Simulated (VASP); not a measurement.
# MoP (P-6m2) in VASP: notebook

MoP is run at these levels: r2SCAN+rVV10; tasks: relaxation of shape and atoms at fixed volume.

Everything below comes from runs of VASP 6.6.1. Logs are shortened: lines on timing, memory, paths and dates and some standing lists are left out, and cuts for length are marked.

## (1) The cell of the first run

Symmetry: P-6m2, No. 187, hexagonal system. Conventional cell: a = 3.114 Å, b = 3.114 Å, c = 3.106 Å, α = 90.00°, β = 90.00°, γ = 120.00°. Within 3.2 Å of Mo (site symmetry -6m2) lie 6 P at 2.38 Å and 8 Mo at 3.11 Å. Within 3.2 Å of P (site symmetry -6m2) lie 6 Mo at 2.38 Å and 8 P at 3.11 Å.

## (2) Relaxation of shape and atoms at fixed volume, r2SCAN+rVV10 (13.04 Å³/atom)

The input, POSCAR:

```
MoP
1.0
    3.1138897154      0.0000000000      0.0000000000
   -1.5569448577      2.6967075981      0.0000000000
    0.0000000000      0.0000000000      3.1063720496
Mo P
1 1
Direct
    0.0000000000      0.0000000000      0.0000000000
    0.3333333333      0.6666666667      0.5000000000
```

The input, INCAR.step1:

```
SYSTEM = MoP
PREC = Accurate
ENCUT = 550
ISMEAR = 0
SIGMA = 0.1
LREAL = .False.
LASPH = .True.
NELM = 120
GGA = PE
ALGO = Normal
EDIFF = 1E-5
LWAVE = .True.
LCHARG = .False.
GGA_COMPAT = .False.
IBRION = 2
ISIF = 3
EDIFFG = -0.005
NELMIN = 4
NSW = 100
```

The input, INCAR.step2:

```
SYSTEM = MoP
PREC = Accurate
ENCUT = 550
EDIFF = 1E-7
ISMEAR = 0
SIGMA = 0.1
LREAL = .False.
LASPH = .True.
NELM = 120
ALGO = Normal
ISIF = 4
LWAVE = .False.
LCHARG = .False.
METAGGA = R2SCAN
LMIXTAU = .True.
LUSE_VDW = .True.
IVDW_NL = 2
BPARAM = 11.95
CPARAM = 0.0093
IBRION = 2
NSW = 50
EDIFFG = -0.01
ISTART = 1
GGA_COMPAT = .False.
NELMIN = 4
```

The input, KPOINTS:

```
regular mesh
0
Gamma
  15 15 14
  0 0 0
```

Potentials or basis: VASP PAW PBE potentials, release 64 (Mo_sv, P).

Launch:

```
cat potpaw_PBE.64/Mo_sv/POTCAR potpaw_PBE.64/P/POTCAR > POTCAR
cp INCAR.step1 INCAR
mpirun -np 1 vasp_std > vasp.out
cp INCAR.step2 INCAR
mpirun -np 1 vasp_std > vasp.out
```

OUTCAR:

```text
SYSTEM = MoP
   PREC = Accurate
   ENCUT = 550
   EDIFF = 1E-7
   ISMEAR = 0
   LREAL = .False.
   LASPH = .True.
   NELM = 120
   ISIF = 4
   METAGGA = R2SCAN
   IVDW_NL = 2
   BPARAM = 11.95
   IBRION = 2
   NSW = 50
   EDIFFG = -0.01
   ISTART = 1
   NELMIN = 4

 ion  position               nearest neighbor table
   1  0.000  0.000  0.000-   2 2.38   2 2.38   2 2.38   2 2.38   2 2.38   2 2.38
   2  0.333  0.667  0.500-   1 2.38   1 2.38   1 2.38   1 2.38   1 2.38   1 2.38

  LATTYP: Found a hexagonal cell.
 ALAT       =     3.1138897154
 C/A-ratio  =     0.9975857636

  Lattice vectors:

 A1 = (   3.1138897154,   0.0000000000,   0.0000000000)
 A2 = (  -1.5569448577,   2.6967075981,   0.0000000000)
 A3 = (   0.0000000000,   0.0000000000,   3.1063720496)

Analysis of symmetry for initial positions (statically):
=====================================================================
 Subroutine PRICEL returns:
 Original cell was already a primitive cell.

 Routine SETGRP: Setting up the symmetry group for a
 hexagonal supercell.

 Subroutine GETGRP returns: Found 12 space group operations
 (whereof 12 operations were pure point group operations)
 out of a pool of 24 trial point group operations.

The static configuration has the point symmetry D_3h.

Analysis of symmetry for dynamics (positions and initial velocities):
=====================================================================
 Subroutine PRICEL returns:
 Original cell was already a primitive cell.

 Routine SETGRP: Setting up the symmetry group for a
 hexagonal supercell.

 Subroutine GETGRP returns: Found 12 space group operations
 (whereof 12 operations were pure point group operations)
 out of a pool of 24 trial point group operations.

The dynamic configuration has the point symmetry D_3h.

 Subroutine INISYM returns: Found 12 space group operations
 (whereof 12 operations are pure point group operations),
 and found     1 'primitive' translations

----------------------------------------------------------------------------------------

                                     Primitive cell

  volume of cell :      26.0850

  direct lattice vectors                    reciprocal lattice vectors
[... 106 lines left out ...]
     AMIX     =   0.40;   BMIX     =  1.00
     AMIX_MAG =   1.60;   BMIX_MAG =  1.00
  volume/ion in A,a.u.               =      13.04        88.02
  Fermi-wavevector in a.u.,A,eV,Ry     =   1.472977  2.783522 29.520017  2.169660
  Thomas-Fermi vector in A             =   2.587926
   LORBIT       =      0    0 simple, 1 ext, 2 COOP (PROOUT), +10 PAW based schemes
   METAGGA = R2SCAN    functional components
   LHFCALC =     F    Hartree Fock is set to
   AEXX    =    0.0000 exact exchange contribution
   IVDW_NL    =     2    kernel type
   BPARAM     =11.9500
   IVDW    =     0    specifies the selected vdW correction
   LEPSILON=     F    determine dielectric tensor
   LRPA    =     F    only Hartree local field effects (RPA)
 conjugate gradient relaxation of ions
 non-spin polarized calculation
 Gauss-broadening in eV      SIGMA  =   0.10
  energy-cutoff  :      550.00
  volume of cell :       26.08
 maximum number of plane-waves:       786
 NGX is ok and might be reduce to    24
   NGX = 11   NGY = 11   NGZ = 11

--------------------------------------- Ionic step        1  -------------------------------------------

 number of electron      19.0000002 magnetization

 Free energy of the ion-electron system (eV)
  ---------------------------------------------------
  ext. energy  EPLUGINS =         0.00000000
  ---------------------------------------------------
  free energy    TOTEN  =       -35.98182794 eV

  energy without entropy =      -35.97796119  energy(sigma->0) =      -35.97989457

------------------------ aborting loop because EDIFF is reached ----------------------------------------

  FORCE on cell =-STRESS in cart. coord.  units (eV):
  Direction    XX          YY          ZZ          XY          YZ          ZX
  --------------------------------------------------------------------------------------
  -------------------------------------------------------------------------------------
  Total        4.3462660      4.3462660      4.7410702      0.0000000      0.0000000      0.0000000
  in kB      266.9539352    266.9539352    291.2033828      0.0000000      0.0000000      0.0000000
  external PRESSURE =     275.0370844 kB  Pullay stress =       0.0000000 kB
[... 59 lines left out ...]
--------------------------------------- Ionic step        3  -------------------------------------------

 number of electron      19.0000002 magnetization

 Free energy of the ion-electron system (eV)
  ---------------------------------------------------
  ext. energy  EPLUGINS =         0.00000000
  ---------------------------------------------------
  free energy    TOTEN  =       -35.98271846 eV

  energy without entropy =      -35.97888475  energy(sigma->0) =      -35.98080160

 E-fermi :  13.4561     XC(G=0): -14.1229

 val. band max:       13.4485411899   @ k =   0.0667   0.0000   0.0714
 cond. band min:      13.4640782869   @ k =   0.3333   0.0000   0.2143
 fundamental gap:      0.0155370970
 Fermi energy:        13.4560634975

 k-point     1 :       0.0000    0.0000    0.0000
  band No.  band energies     occupation
      1     -49.6013      2.00000
      2     -23.0750      2.00000
      3     -22.7885      2.00000
      4     -22.7885      2.00000
      5      -1.8917      2.00000
      6       8.5037      2.00000
      7       9.6930      2.00000
      8       9.6930      2.00000
      9      12.5800      2.00000
     10      13.7494      0.00003
     11      13.7494      0.00003
     12      18.3002      0.00000
     13      18.3002      0.00000
[... 354 lines left out ...]
  band No.  band energies     occupation
      1     -49.5347      2.00000
      2     -23.2833      2.00000
      3     -23.0368      2.00000
      4     -22.9882      2.00000
      5       1.6456      2.00000
      6       5.6576      2.00000
      7       8.1813      2.00000
      8       8.8464      2.00000
      9      11.8791      2.00000
     10      12.6376      2.00000
     11      14.5822      0.00000
     12      15.6708      0.00000
     13      20.5120      0.00000

 [... further k-points ...]

------------------------ aborting loop because EDIFF is reached ----------------------------------------

  FORCE on cell =-STRESS in cart. coord.  units (eV):
  Direction    XX          YY          ZZ          XY          YZ          ZX
  --------------------------------------------------------------------------------------
  -------------------------------------------------------------------------------------
  Total        4.4229341      4.4229341      4.4235754      0.0000000      0.0000000      0.0000000
  in kB      271.6630027    271.6630027    271.7023908      0.0000000      0.0000000      0.0000000
  external PRESSURE =     271.6761321 kB  Pullay stress =       0.0000000 kB
[... 17 lines left out ...]
  FREE ENERGIE OF THE ION-ELECTRON SYSTEM (eV)
  ---------------------------------------------------
  free  energy   TOTEN  =       -35.9827184553 eV

  energy  without entropy=      -35.9788847546  energy(sigma->0) =      -35.98080160

 reached required accuracy - stopping structural energy minimisation
```

OSZICAR.step1:

```text
N       E                     dE             d eps       ncg     rms          rms(c)
DAV:   1     0.131786147970E+03    0.13179E+03   -0.10624E+04  5624   0.147E+03
DAV:   2    -0.148188151532E+02   -0.14660E+03   -0.14349E+03  6561   0.379E+02
[... 88 lines left out ...]
  11 F= -.17668179E+02 E0= -.17665707E+02  d E =-.487685E-04
       N       E                     dE             d eps       ncg     rms          rms(c)
DAV:   1    -0.176681924169E+02   -0.15857E-04   -0.27813E-04  5771   0.210E-01    0.379E-02
DAV:   2    -0.176681815475E+02    0.10869E-04   -0.49855E-05  5058   0.734E-02    0.624E-03
DAV:   3    -0.176681809115E+02    0.63598E-06   -0.17447E-06  2808   0.114E-02    0.335E-03
DAV:   4    -0.176681809667E+02   -0.55235E-07   -0.94487E-07  2808   0.872E-03
  12 F= -.17668181E+02 E0= -.17665710E+02  d E =-.506314E-04
```

Wall time 20 min (1 thread of Intel Xeon 8259CL, shared host); peak memory 0.29 GiB.

Results:

| Quantity | Value |
| --- | --- |
| Free energy | -35.9827 eV |
| Energy gained by relaxing | 0.4 meV/atom |
| Ionic steps | 3 |
| Pressure after relaxing | 27.2 GPa |
| Band gap on the k mesh | zero (an odd number of electrons rules out a gap without spin polarisation) |

The path:
```csv
step,energy change (eV),largest force (eV/Å),pressure (GPa),volume (Å³)
1,0.0000,0.0000,27.50,26.08
2,-0.0007,0.0000,27.04,26.08
3,-0.0009,0.0000,27.17,26.08
```

Final structure:
```
Mo P
1.0
     3.10686    0.00000    0.00000
    -1.55343    2.69062    0.00000
     0.00000    0.00000    3.12044
Mo P
1 1
Direct
  0.00000 0.00000 0.00000
  0.33333 0.66667 0.50000
```

Caveat: the PAW data sets were made with another functional, which shifts forces and pressure a little.

## (3) Relaxation of shape and atoms at fixed volume, r2SCAN+rVV10 (13.47 Å³/atom)

This run uses another cell than the first one, of 13.47 Å³/atom.

The input, POSCAR:

```
MoP
1.0
    3.1543332653      0.0000000000      0.0000000000
   -1.5771666326      2.7317327398      0.0000000000
    0.0000000000      0.0000000000      3.1270241358
Mo P
1 1
Direct
    0.0000000000      0.0000000000      0.0000000000
    0.3333333333      0.6666666667      0.5000000000
```

The input, INCAR.step1:

```
SYSTEM = MoP
PREC     = Accurate       ! precision mode
ENCUT    = 550            ! plane-wave cutoff, eV
ISMEAR   = 0              ! smearing method
SIGMA    = 0.1            ! smearing width, eV
LREAL    = .False.        ! projectors in reciprocal space
LASPH    = .True.         ! aspherical terms in the spheres
NELM     = 120            ! most SCF steps
GGA      = PE             ! functional
ALGO     = Normal         ! electronic algorithm
EDIFF    = 1E-5           ! SCF threshold, eV
LWAVE    = .True.         ! write WAVECAR
LCHARG   = .False.        ! write CHGCAR
GGA_COMPAT= .False.      
IBRION   = 2              ! ionic algorithm
ISIF     = 3              ! what is computed and relaxed
EDIFFG   = -0.005         ! ionic threshold
NELMIN   = 4            
NSW      = 100            ! ionic steps
```

The input, INCAR.step2:

```
SYSTEM = MoP
PREC     = Accurate       ! precision mode
ENCUT    = 550            ! plane-wave cutoff, eV
EDIFF    = 1E-7           ! SCF threshold, eV
ISMEAR   = 0              ! smearing method
SIGMA    = 0.1            ! smearing width, eV
LREAL    = .False.        ! projectors in reciprocal space
LASPH    = .True.         ! aspherical terms in the spheres
NELM     = 120            ! most SCF steps
ALGO     = Normal         ! electronic algorithm
ISIF     = 4              ! what is computed and relaxed
LWAVE    = .False.        ! write WAVECAR
LCHARG   = .False.        ! write CHGCAR
METAGGA  = R2SCAN         ! meta-GGA
LMIXTAU  = .True.       
LUSE_VDW = .True.       
IVDW_NL  = 2            
BPARAM   = 11.95        
CPARAM   = 0.0093       
IBRION   = 2              ! ionic algorithm
NSW      = 50             ! ionic steps
EDIFFG   = -0.01          ! ionic threshold
ISTART   = 1            
GGA_COMPAT= .False.      
NELMIN   = 4
```

The input, KPOINTS:

```
Automatic mesh
0
Gamma
  15 15 14
  0 0 0
```

Potentials or basis: VASP PAW PBE potentials, release 64 (Mo_sv, P).

Launch:

```
cat potpaw_PBE.64/Mo_sv/POTCAR potpaw_PBE.64/P/POTCAR > POTCAR
cp INCAR.step1 INCAR
mpirun -np 1 vasp_std > vasp.out
cp INCAR.step2 INCAR
mpirun -np 1 vasp_std > vasp.out
```

It took 22 min on 1 thread of Intel Xeon 8259CL, shared host; peak memory 0.29 GiB.

Results (log left out):

```
Free energy               : -36.1004 eV
Energy gained by relaxing : 0.4 meV/atom
Ionic steps               : 3
Pressure after relaxing   : 16.8 GPa
Band gap on the k mesh    : zero (an odd number of electrons rules out a gap without spin polarisation)
```

The path:
```
step  energy change (eV)  largest force (eV/Å)  pressure (GPa)  volume (Å³)
   1              0.0000                0.0000           17.12        26.94
   2             -0.0007                0.0000           16.71        26.94
   3             -0.0008                0.0000           16.82        26.94
```

Final structure:
```yaml
crystal:
  lattice:
    - [3.14758, 0.00000, 0.00000]
    - [-1.57379, 2.72588, 0.00000]
    - [0.00000, 0.00000, 3.14046]
  atoms:
    - { symbol: Mo, position: [0.00000, 0.00000, 0.00000] }
    - { symbol: P, position: [0.33333, 0.66667, 0.50000] }
```

Levels at points of the mesh, in eV from the Fermi level:
```csv
k point,band 6,band 7,band 8,band 9,band 10,band 11,band 12,band 13
"(0.00, 0.00, 0.00)",-4.71,-3.67,-3.67,-0.83,0.29,0.29,4.68,4.68
"(0.00, 0.00, 0.50)",-8.65,-3.05,-3.05,-1.91,-1.91,1.59,3.26,3.26
```

Caveat: the PAW data sets were made with another functional, which shifts forces and pressure a little.
